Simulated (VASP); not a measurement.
# Tc (Fm-3m) in VASP: single point with PBE+D3(BJ)

Aim: the single point of Tc with PBE+D3(BJ).

All numbers are computed with VASP 6.6.1; they aren't measurements. Logs are shortened: lines on timing, memory, paths and dates and some standing lists are left out, and cuts for length are marked.

### 1 The cell of the first run

The structure is cubic, space group Fm-3m (No. 225). Conventional cell: a = 4.889 Å, b = 4.889 Å, c = 4.889 Å, α = 90.00°, β = 90.00°, γ = 90.00°. Tc (site symmetry m-3m) has 12 Tc at 3.46 Å within 4.5 Å.

### 2 Single point, PBE+D3(BJ)

Contents of INCAR:

```
  PREC = Accurate
  ENCUT = 500
  EDIFF = 1E-6
  ISMEAR = -1
  SIGMA = 0.1
  LREAL = False
  LASPH = True
  NELM = 120
  ALGO = Normal
  ISIF = 2
  LWAVE = False
  LCHARG = False
  GGA = PE
  IVDW = 12
  NBANDS = 12
  GGA_COMPAT = False
```

Contents of KPOINTS:

```
Automatic mesh
0
Gamma
  8 8 8
```

Contents of POSCAR:

```
Tc
1.0
    0.0000000000      2.4445500000      2.4445500000
    2.4445500000      0.0000000000      2.4445500000
    2.4445500000      2.4445500000      0.0000000000
Tc
1
Direct
    0.0000000000      0.0000000000      0.0000000000
```

Potentials or basis: VASP PAW PBE potentials, release 64 (Tc_pv).

Command:

```
$ cat potpaw_PBE.64/Tc_pv/POTCAR > POTCAR
$ mpirun -np 1 vasp_std > vasp.out
```

OUTCAR:

```text
PREC = Accurate
   ENCUT = 500
   EDIFF = 1E-6
   ISMEAR = -1
   LREAL = False
   LASPH = True
   NELM = 120
   ISIF = 2
   GGA = PE
   IVDW = 12
 IVDW          = 12

 ion  position               nearest neighbor table
   1  0.000  0.000  0.000-

  LATTYP: Found a face centered cubic cell.
 ALAT       =     4.8891000000

  Lattice vectors:

 A1 = (   0.0000000000,   2.4445500000,   2.4445500000)
 A2 = (   2.4445500000,   0.0000000000,   2.4445500000)
 A3 = (   2.4445500000,   2.4445500000,   0.0000000000)

Analysis of symmetry for initial positions (statically):
=====================================================================
 Subroutine PRICEL returns:
 Original cell was already a primitive cell.

 Routine SETGRP: Setting up the symmetry group for a
 face centered cubic supercell.

 Subroutine GETGRP returns: Found 48 space group operations
 (whereof 48 operations were pure point group operations)
 out of a pool of 48 trial point group operations.

The static configuration has the point symmetry O_h .

Analysis of symmetry for dynamics (positions and initial velocities):
=====================================================================
 Subroutine PRICEL returns:
 Original cell was already a primitive cell.

 Routine SETGRP: Setting up the symmetry group for a
 face centered cubic supercell.

 Subroutine GETGRP returns: Found 48 space group operations
 (whereof 48 operations were pure point group operations)
 out of a pool of 48 trial point group operations.

The dynamic configuration has the point symmetry O_h .

 Subroutine INISYM returns: Found 48 space group operations
 (whereof 48 operations are pure point group operations),
 and found     1 'primitive' translations

----------------------------------------------------------------------------------------

                                     Primitive cell

  volume of cell :      29.2164

  direct lattice vectors                    reciprocal lattice vectors
     0.000000000  2.444550000  2.444550000    -0.204536622  0.204536622  0.204536622
     2.444550000  0.000000000  2.444550000     0.204536622 -0.204536622  0.204536622
     2.444550000  2.444550000  0.000000000     0.204536622  0.204536622 -0.204536622

  length of vectors
     3.457115764  3.457115764  3.457115764     0.354267822  0.354267822  0.354267822

  position of ions in fractional coordinates (direct lattice)
     0.000000000  0.000000000  0.000000000

  ion indices of the primitive-cell ions
   primitive index   ion index
                 1           1

----------------------------------------------------------------------------------------

 KPOINTS: Automatic mesh

Automatic generation of k-mesh.
 Grid dimensions read from file:
 generate k-points for:    8    8    8

 Generating k-lattice:

  Cartesian coordinates                     Fractional coordinates (reciprocal lattice)
    -0.025567078  0.025567078  0.025567078     0.125000000  0.000000000  0.000000000
     0.025567078 -0.025567078  0.025567078     0.000000000  0.125000000  0.000000000
     0.025567078  0.025567078 -0.025567078     0.000000000  0.000000000  0.125000000

  Length of vectors
     0.044283478  0.044283478  0.044283478

  Shift w.r.t. Gamma in fractional coordinates (k-lattice)
     0.000000000  0.000000000  0.000000000

 Subroutine IBZKPT returns following result:
 ===========================================

 Found     29 irreducible k-points:

 Following reciprocal coordinates:
            Coordinates               Weight
  0.000000  0.000000  0.000000      1.000000
  0.125000  0.000000  0.000000      8.000000
  0.250000  0.000000  0.000000      8.000000
  0.375000  0.000000  0.000000      8.000000
  0.500000  0.000000  0.000000      4.000000
  0.125000  0.125000  0.000000      6.000000
[... 16 lines left out ...]
  0.500000  0.250000  0.125000     48.000000
 -0.375000  0.250000  0.125000     24.000000
 [... further k-points ...]
   k-points           NKPTS =     29   k-points in BZ     NKDIM =     29   number of bands    NBANDS=     12
   number of dos      NEDOS =    301   number of ions     NIONS =      1
   total plane-waves  NPLWV =  21952
   dimension x,y,z NGX =    28 NGY =   28 NGZ =   28
   dimension x,y,z NGXF=    56 NGYF=   56 NGZF=   56
   ions per type =               1
   NGX,Y,Z   is equivalent  to a cutoff of  13.46, 13.46, 13.46 a.u.
   NGXF,Y,Z  is equivalent  to a cutoff of  26.93, 26.93, 26.93 a.u.
 SYSTEM =  unknown system
   PREC   = accura    normal or accurate (medium, high low for compatibility)
   ISTART =      0    job   : 0-new  1-cont  2-samecut
   ICHARG =      2    charge: 1-file 2-atom 10-const
   ISPIN  =      1    spin polarized calculation?
   LNONCOLLINEAR =      F non collinear calculations
   LSORBIT =      F    spin-orbit coupling
   LASPH  =      T    aspherical Exc in radial PAW
   ENCUT  =  500.0 eV  36.75 Ry    6.06 a.u.   6.30  6.30  6.30*2*pi/ulx,y,z
   NELM   =    120;   NELMIN=  2; NELMDL= -5     # of ELM steps
   EDIFF  = 0.1E-05   stopping-criterion for ELM
   LREAL  =      F    real-space projection
   EDIFFG = 0.1E-04   stopping-criterion for IOM
   NSW    =      0    number of steps for IOM
   IBRION =     -1    ionic relax: 0-MD 1-quasi-New 2-CG
   NFREE  =      0    steps in history (QN), initial steepest desc. (CG)
   ISIF   =      2    stress and relaxation
   ISYM   =      2    0-nonsym 1-usesym 2-fastsym
   POTIM  = 0.5000    time-step for ionic-motion
   TEBEG  =    0.0;   TEEND  =   0.0 temperature during run
   PSTRESS=    0.0 pullay stress
   NELECT =      13.0000    total number of electrons
   NUPDOWN=      -1.0000    fix difference up-down
   EMIN   =  10.00;   EMAX   =-10.00  energy-range for DOS
   EFERMI =   0.00;   METHOD = LEGACY
   ISMEAR =    -1;   SIGMA  =   0.10  broadening in eV -4-tet -1-fermi 0-gaus
   EFERMI_NEDOS =   21; number of points for ismear=-14 and -15
   IALGO  =     38    algorithm
   IMIX   =      4    mixing-type and parameters
     AMIX     =   0.40;   BMIX     =  1.00
     AMIX_MAG =   1.60;   BMIX_MAG =  1.00
  volume/ion in A,a.u.               =      29.22       197.16
  Fermi-wavevector in a.u.,A,eV,Ry     =   1.249819  2.361815 21.252937  1.562047
  Thomas-Fermi vector in A             =   2.383842
   LORBIT       =      0    0 simple, 1 ext, 2 COOP (PROOUT), +10 PAW based schemes
   GGA     = PE    functional components
   LHFCALC =     F    Hartree Fock is set to
   AEXX    =    0.0000 exact exchange contribution
   IVDW    =    12    specifies the selected vdW correction
   LEPSILON=     F    determine dielectric tensor
   LRPA    =     F    only Hartree local field effects (RPA)
 non-spin polarized calculation
  energy-cutoff  :      500.00
  volume of cell :       29.22
 maximum number of plane-waves:       754
 NGX is ok and might be reduce to    28
   NGX = 13   NGY = 13   NGZ = 13

 number of electron      12.9999998 magnetization

 Free energy of the ion-electron system (eV)
  ---------------------------------------------------
  ext. energy  EPLUGINS =         0.00000000
  ---------------------------------------------------
  free energy    TOTEN  =        -6.77669734 eV

  energy without entropy =       -6.66552993  energy(sigma->0) =       -6.72111363

 E-fermi :   3.8570     XC(G=0): -10.0056

 val. band max:        3.8523843066   @ k =  -0.1250   0.1250   0.0000
 cond. band min:       3.8687770619   @ k =   0.1250   0.1250   0.0000
 fundamental gap:      0.0163927554
 Fermi energy:         3.8569812105

 k-point     1 :       0.0000    0.0000    0.0000
  band No.  band energies     occupation
      1     -34.8003      2.00000
      2     -34.8003      2.00000
      3     -34.8003      2.00000
      4      -0.4187      2.00000
      5       3.2261      1.99637
      6       3.2261      1.99637
      7       3.2261      1.99637
      8       4.0751      0.20282
      9       4.0751      0.20282
     10      16.6747      0.00000
     11      19.0049      0.00000
     12      19.0049      0.00000

 k-point     2 :       0.1250    0.0000    0.0000
  band No.  band energies     occupation
      1     -34.8145      2.00000
      2     -34.8026      2.00000
      3     -34.8026      2.00000
      4      -0.0797      2.00000
      5       3.1263      1.99866
      6       3.3196      1.99077
      7       3.3196      1.99077
      8       4.0431      0.26907
      9       4.0431      0.26907
     10      16.4018      0.00000
     11      17.3632      0.00000
     12      19.1582      0.00000

 k-point     3 :       0.2500    0.0000    0.0000
  band No.  band energies     occupation
      1     -34.8485      2.00000
      2     -34.8078      2.00000
      3     -34.8078      2.00000
      4       0.7890      2.00000
      5       3.0546      1.99935
      6       3.3823      1.98279
      7       3.3823      1.98279
      8       4.1681      0.08530
      9       4.1681      0.08530
     10      13.2267      0.00000
     11      17.1716      0.00000
     12      19.0256      0.00000
[... 286 lines left out ...]
 k-point    23 :       0.5000    0.2500    0.1250
  band No.  band energies     occupation
      1     -34.8756      2.00000
      2     -34.8365      2.00000
      3     -34.8201      2.00000
      4       2.1094      2.00000
      5       2.8289      1.99993
      6       2.9889      1.99966
      7       3.7909      1.31900
      8       4.4591      0.00484
      9       5.7888      0.00000
     10      10.5071      0.00000
     11      13.5984      0.00000
     12      15.3583      0.00000

 k-point    24 :      -0.3750    0.2500    0.1250
  band No.  band energies     occupation
      1     -34.8836      2.00000
      2     -34.8399      2.00000
      3     -34.8233      2.00000
      4       2.1723      2.00000
      5       2.7764      1.99996
      6       3.3111      1.99152
      7       3.6828      1.70185
      8       4.6621      0.00064
      9       7.2992      0.00000
     10       8.1499      0.00000
     11      13.8438      0.00000
     12      14.4447      0.00000

 [... further k-points ...]

------------------------ aborting loop because EDIFF is reached ----------------------------------------

 Edisp (eV)   -0.74892

 E8    (eV) :    -0.3475

  FORCE on cell =-STRESS in cart. coord.  units (eV):
  Direction    XX          YY          ZZ          XY          YZ          ZX
  --------------------------------------------------------------------------------------
  -------------------------------------------------------------------------------------
  Total      -7.52048    -7.52048    -7.52048     0.00000    -0.00000     0.00000
  in kB    -412.41022  -412.41022  -412.41022     0.00000    -0.00000     0.00000
  external pressure =     -412.41 kB  Pullay stress =        0.00 kB

 VOLUME and BASIS-vectors are now :
 -----------------------------------------------------------------------------
  energy-cutoff  :      500.00
  volume of cell :       29.22
      direct lattice vectors                 reciprocal lattice vectors
     0.000000000  2.444550000  2.444550000    -0.204536622  0.204536622  0.204536622
     2.444550000  0.000000000  2.444550000     0.204536622 -0.204536622  0.204536622
     2.444550000  2.444550000  0.000000000     0.204536622  0.204536622 -0.204536622

 POSITION                                       TOTAL-FORCE (eV/Angst)
 -----------------------------------------------------------------------------------
      0.00000      0.00000      0.00000        -0.000000      0.000000     -0.000000
 -----------------------------------------------------------------------------------
    total drift:                               -0.000000     -0.000000     -0.000000

  FREE ENERGIE OF THE ION-ELECTRON SYSTEM (eV)
  ---------------------------------------------------
  free  energy   TOTEN  =        -7.5256199139 eV

  energy  without entropy=       -7.4144525020  energy(sigma->0) =       -7.47003621
```

Run time: 7 s. Hardware: 1 thread of Intel Xeon Platinum 8559C (Emerald Rapids), shared host; peak memory 0.16 GiB.

What came out:

```
Free energy                : -7.5256 eV
Pressure                   : -41.2 GPa
Dispersion energy per atom : -0.749 eV
```

Caveat: pairwise dispersion overbinds metals, which lowers pressure and volume.
